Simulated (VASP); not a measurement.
# SrTlI3 in VASP: settings compared, part 2 of 2

VASP 6.6.1. The steps go on from the part before.

### 3 Single point, r2SCAN

POSCAR

```
SrTlI3
1.0
    6.3606449253      0.0000000000      0.0000000000
    0.0000000000      6.3606449253      0.0000000000
    0.0000000000      0.0000000000      6.3606449253
Tl Sr I
1 1 3
Direct
    0.0000000000      0.0000000000      0.0000000000
    0.5000000000      0.5000000000      0.5000000000
    0.5000000000      0.5000000000      0.0000000000
    0.5000000000      0.0000000000      0.5000000000
    0.0000000000      0.5000000000      0.5000000000
```

INCAR.step1

```
SYSTEM = SrTlI3
  PREC = Accurate
  ENCUT = 520
  ISMEAR = 0
  SIGMA = 0.01
  LREAL = .False.
  LASPH = .True.
  NELM = 100
  NBANDS = 30
  GGA = PE
  ALGO = Normal
  EDIFF = 1E-4
  LWAVE = .True.
  LCHARG = .False.
```

INCAR.step2

```
SYSTEM = SrTlI3
  PREC = Accurate
  ENCUT = 520
  EDIFF = 1E-6
  ISMEAR = 0
  SIGMA = 0.01
  LREAL = .False.
  LASPH = .True.
  NELM = 100
  ALGO = Normal
  ISIF = 2
  LWAVE = .False.
  LCHARG = .False.
  METAGGA = R2SCAN
  LMIXTAU = .True.
  NBANDS = 30
  ISTART = 1
```

KPOINTS

```
Automatic mesh
0
Gamma
  4 4 4
  0 0 0
```

Potentials or basis: VASP PAW PBE potentials, release 64 (Tl_d, Sr_sv, I).

Launch:

```bash
$ cat potpaw_PBE.64/Tl_d/POTCAR potpaw_PBE.64/Sr_sv/POTCAR potpaw_PBE.64/I/POTCAR > POTCAR
$ cp INCAR.step1 INCAR
$ mpirun -np 1 vasp_std > vasp.out
$ cp INCAR.step2 INCAR
$ mpirun -np 1 vasp_std > vasp.out
```

Wall time 6.3 min (1 thread of Oxide Virtual Turin-like, shared host); peak memory 0.37 GiB.

It converged, with:

```
Free energy            : -148.5476 eV
Pressure               : 0.0 GPa
Band gap on the k mesh : 2.91 eV (least direct gap 3.23 eV)
```

Levels at points of the mesh, in eV from the valence-band top:
```csv
k point,band 18,band 19,band 20,band 21,band 22,band 23,band 24,band 25,band 26,band 27
"(0.00, 0.00, 0.00)",-0.54,-0.54,-0.32,-0.32,-0.32,3.98,3.98,3.98,4.67,4.67
"(0.50, 0.00, 0.00)",-0.92,-0.80,-0.65,-0.37,-0.37,2.91,3.62,3.62,4.77,5.99
"(0.50, 0.50, 0.00)",-0.93,-0.93,-0.85,-0.85,0.00,3.23,3.54,3.54,6.03,6.03
"(0.50, 0.50, 0.50)",-1.37,-1.37,0.00,0.00,0.00,3.94,3.94,3.94,6.39,6.39
```

Caveat: the PAW data sets were made with another functional, which shifts forces and pressure a little; spin-orbit coupling is left out, which moves the levels of the heavy elements. A k mesh can miss the band edges.

### 4 Single point, r2SCAN (strain +3.0%)

POSCAR: that of step 3 with these lines changed.

```diff
@@ -2,5 +2,5 @@
 1.0
-    6.3606449253      0.0000000000      0.0000000000
-    0.0000000000      6.3606449253      0.0000000000
-    0.0000000000      0.0000000000      6.3606449253
+    6.5514642731      0.0000000000      0.0000000000
+    0.0000000000      6.5514642731      0.0000000000
+    0.0000000000      0.0000000000      6.5514642731
 Tl Sr I
```

INCAR.step1

```
ALGO     = Normal         # electronic algorithm
EDIFF    = 1E-4           # SCF threshold, eV
ENCUT    = 520            # plane-wave cutoff, eV
GGA      = PE             # functional
ISMEAR   = 0              # smearing method
LASPH    = True           # aspherical terms in the spheres
LCHARG   = False          # write CHGCAR
LREAL    = False          # projectors in reciprocal space
LWAVE    = True           # write WAVECAR
NBANDS   = 30             # bands
NELM     = 60             # most SCF steps
PREC     = Accurate       # precision mode
SIGMA    = 0.01           # smearing width, eV
```

INCAR.step2

```
ALGO     = Normal         # electronic algorithm
EDIFF    = 1E-6           # SCF threshold, eV
ENCUT    = 520            # plane-wave cutoff, eV
ISIF     = 2              # what is computed and relaxed
ISMEAR   = 0              # smearing method
ISTART   = 1            
LASPH    = True           # aspherical terms in the spheres
LCHARG   = True           # write CHGCAR
LELF     = True           # ELF
LMIXTAU  = True         
LREAL    = False          # projectors in reciprocal space
LVHAR    = True         
LWAVE    = False          # write WAVECAR
METAGGA  = R2SCAN         # meta-GGA
NBANDS   = 30             # bands
NELM     = 60             # most SCF steps
PREC     = Accurate       # precision mode
SIGMA    = 0.01           # smearing width, eV
```

KPOINTS

```
k-points
0
Gamma
  4 4 4
```

Launch:

```bash
$ cat potpaw_PBE.64/Tl_d/POTCAR potpaw_PBE.64/Sr_sv/POTCAR potpaw_PBE.64/I/POTCAR > POTCAR
$ cp INCAR.step1 INCAR
$ mpirun -np 1 vasp_std > vasp.out
$ cp INCAR.step2 INCAR
$ mpirun -np 1 vasp_std > vasp.out
```

Run time: 9.3 min. Hardware: 1 thread of Oxide Virtual Turin-like, shared host; peak memory 0.39 GiB.

Results (log left out):

```
Free energy            : -148.4659 eV
Pressure               : -1.1 GPa
Band gap on the k mesh : 2.88 eV (least direct gap 3.19 eV)
```

Levels at points of the mesh, in eV from the valence-band top:
```
           k point  band 20  band 21  band 22  band 23  band 24  band 25
(0.00, 0.00, 0.00)    -0.31    -0.31    -0.31     3.78     3.78     3.78
(0.50, 0.00, 0.00)    -0.54    -0.34    -0.34     2.88     3.49     3.49
(0.50, 0.50, 0.00)    -0.71    -0.71     0.00     3.19     3.40     3.40
(0.50, 0.50, 0.50)     0.00     0.00     0.00     3.74     3.74     3.74
```

Caveat: the cell differs from its parent crystal (strain +3.0%); the PAW data sets were made with another functional, which shifts forces and pressure a little; spin-orbit coupling is left out, which moves the levels of the heavy elements. A k mesh can miss the band edges.

### 5 Single point, PBE (epitaxial xy strain +0.5%)

INCAR

```
SYSTEM = SrTlI3
PREC = Accurate
ENCUT = 520
EDIFF = 1E-7
ISMEAR = -1
SIGMA = 0.02
LREAL = .False.
LASPH = .True.
NELM = 60
ALGO = Normal
ISIF = 2
LWAVE = .False.
LCHARG = .False.
GGA = PE
NBANDS = 30
```

KPOINTS

```
Automatic mesh
0
Gamma
  4 4 4
  0 0 0
```

POSCAR: that of step 4 with these lines changed.

```diff
@@ -2,5 +2,5 @@
 1.0
-    6.5514642731      0.0000000000      0.0000000000
-    0.0000000000      6.5514642731      0.0000000000
-    0.0000000000      0.0000000000      6.5514642731
+    6.3924481500      0.0000000000      0.0000000000
+    0.0000000000      6.3924481500      0.0000000000
+    0.0000000000      0.0000000000      6.3466238156
 Tl Sr I
```

Launch:

```bash
$ cat potpaw_PBE.64/Tl_d/POTCAR potpaw_PBE.64/Sr_sv/POTCAR potpaw_PBE.64/I/POTCAR > POTCAR
$ mpirun -np 1 vasp_std > vasp.out
```

Run time: 4.2 min. Hardware: 1 thread of Oxide Virtual Turin-like, shared host; peak memory 0.37 GiB.

Results (log left out):

- Free energy: -14.2256 eV
- Pressure: 0.3 GPa
- Band gap on the k mesh: 2.51 eV (least direct gap 2.83 eV)

Stress tensor (GPa, compression positive):
```
0.18 0.00 0.00
0.00 0.18 0.00
0.00 0.00 0.40
```

Levels at points of the mesh, in eV from the valence-band top:
| k point | band 18 | band 19 | band 20 | band 21 | band 22 | band 23 | band 24 | band 25 | band 26 | band 27 |
| --- | --- | --- | --- | --- | --- | --- | --- | --- | --- | --- |
| (0.00, 0.00, 0.00) | -0.52 | -0.52 | -0.32 | -0.32 | -0.31 | 3.54 | 3.54 | 3.55 | 4.18 | 4.18 |
| (0.50, 0.00, 0.00) | -0.89 | -0.79 | -0.62 | -0.35 | -0.35 | 2.52 | 3.21 | 3.21 | 4.27 | 5.23 |
| (0.50, 0.50, 0.00) | -0.91 | -0.91 | -0.82 | -0.82 | -0.02 | 2.83 | 3.12 | 3.12 | 5.44 | 5.44 |
| (0.00, 0.00, 0.50) | -0.91 | -0.78 | -0.62 | -0.36 | -0.36 | 2.51 | 3.19 | 3.19 | 4.28 | 5.20 |
| (0.50, 0.00, 0.50) | -0.91 | -0.91 | -0.85 | -0.83 | 0.00 | 2.82 | 3.13 | 3.14 | 5.46 | 5.49 |
| (0.50, 0.50, 0.50) | -1.35 | -1.33 | -0.01 | 0.00 | 0.00 | 3.51 | 3.51 | 3.51 | 5.79 | 5.79 |

Caveat: the cell differs from its parent crystal (epitaxial xy strain +0.5%); spin-orbit coupling is left out, which moves the levels of the heavy elements. A k mesh can miss the band edges.

### 6 Single point, r2SCAN (epitaxial xy strain +0.5%)

POSCAR is that of step 5.

INCAR.step1

```
SYSTEM = SrTlI3
ALGO = Normal ; EDIFF = 1E-4
ENCUT = 520 ; GGA = PE
ISMEAR = 0 ; LASPH = .True.
LCHARG = .False. ; LREAL = .False.
LWAVE = .True. ; NBANDS = 30
NELM = 100 ; PREC = Accurate
SIGMA = 0.01
```

INCAR.step2

```
SYSTEM = SrTlI3
ALGO = Normal ; EDIFF = 1E-6
ENCUT = 520 ; ISIF = 2
ISMEAR = 0 ; ISTART = 1
LASPH = .True. ; LCHARG = .True.
LELF = .True. ; LMIXTAU = .True.
LREAL = .False. ; LVHAR = .True.
LWAVE = .False. ; METAGGA = R2SCAN
NBANDS = 30 ; NELM = 100
PREC = Accurate ; SIGMA = 0.01
```

KPOINTS

```
k-points
0
Gamma
  4 4 4
  0 0 0
```

Potentials or basis: VASP PAW PBE potentials, release 64 (Tl_d, Sr_sv, I).

Launch:

```bash
$ cat potpaw_PBE.64/Tl_d/POTCAR potpaw_PBE.64/Sr_sv/POTCAR potpaw_PBE.64/I/POTCAR > POTCAR
$ cp INCAR.step1 INCAR
$ mpirun -np 1 vasp_std > vasp.out
$ cp INCAR.step2 INCAR
$ mpirun -np 1 vasp_std > vasp.out
```

Wall time 11 min (1 thread of Oxide Virtual Turin-like, shared host); peak memory 0.42 GiB.

The run converged. Its results:

| Quantity | Value |
| --- | --- |
| Free energy | -148.5466 eV |
| Pressure | -0.1 GPa |
| Band gap on the k mesh | 2.90 eV (least direct gap 3.22 eV) |

Stress tensor (GPa, compression positive):
```
-0.16  0.00  0.00
 0.00 -0.16  0.00
 0.00  0.00  0.07
```

Levels at points of the mesh, in eV from the valence-band top:
```csv
k point,band 19,band 20,band 21,band 22,band 23,band 24,band 25,band 26
"(0.00, 0.00, 0.00)",-0.53,-0.33,-0.33,-0.32,3.96,3.96,3.97,4.67
"(0.50, 0.00, 0.00)",-0.80,-0.64,-0.37,-0.36,2.91,3.61,3.62,4.77
"(0.50, 0.50, 0.00)",-0.92,-0.84,-0.84,-0.02,3.23,3.52,3.52,5.99
"(0.00, 0.00, 0.50)",-0.79,-0.64,-0.37,-0.37,2.90,3.60,3.60,4.78
"(0.50, 0.00, 0.50)",-0.92,-0.86,-0.84,0.00,3.22,3.53,3.54,6.01
"(0.50, 0.50, 0.50)",-1.35,-0.01,0.00,0.00,3.91,3.91,3.92,6.38
```

Caveat: the cell differs from its parent crystal (epitaxial xy strain +0.5%); the PAW data sets were made with another functional, which shifts forces and pressure a little; spin-orbit coupling is left out, which moves the levels of the heavy elements. A k mesh can miss the band edges.

### 7 Overview

| level | cell | smearing | gap on the mesh (eV) | pressure (GPa) |
| --- | --- | --- | --- | --- |
| PBE | a = 6.361 Å, 5 atoms | fermi-dirac 0.02 eV | 2.52 | 0.4 |
| r2SCAN | a = 6.361 Å, 5 atoms | gaussian 0.01 eV | 2.91 | 0.0 |
| r2SCAN | a = 6.551 Å, 5 atoms | gaussian 0.01 eV | 2.88 | -1.1 |
| PBE | a = 6.392, b = 6.392, c = 6.347 Å, 5 atoms | fermi-dirac 0.02 eV | 2.51 | 0.3 |
| r2SCAN | a = 6.392, b = 6.392, c = 6.347 Å, 5 atoms | gaussian 0.01 eV | 2.90 | -0.1 |

Alike in all rows: task single point; potentials or basis VASP PAW PBE potentials, release 64 (Tl_d, Sr_sv, I); no spin polarisation; k mesh 4 × 4 × 4; cutoff (eV) 520.

Caveats: spin-orbit coupling is left out, which moves the levels of the heavy elements; the PAW data sets were made with another functional, which shifts forces and pressure a little (at least some runs).

Absolute energies hang on the potentials; compare differences alone.
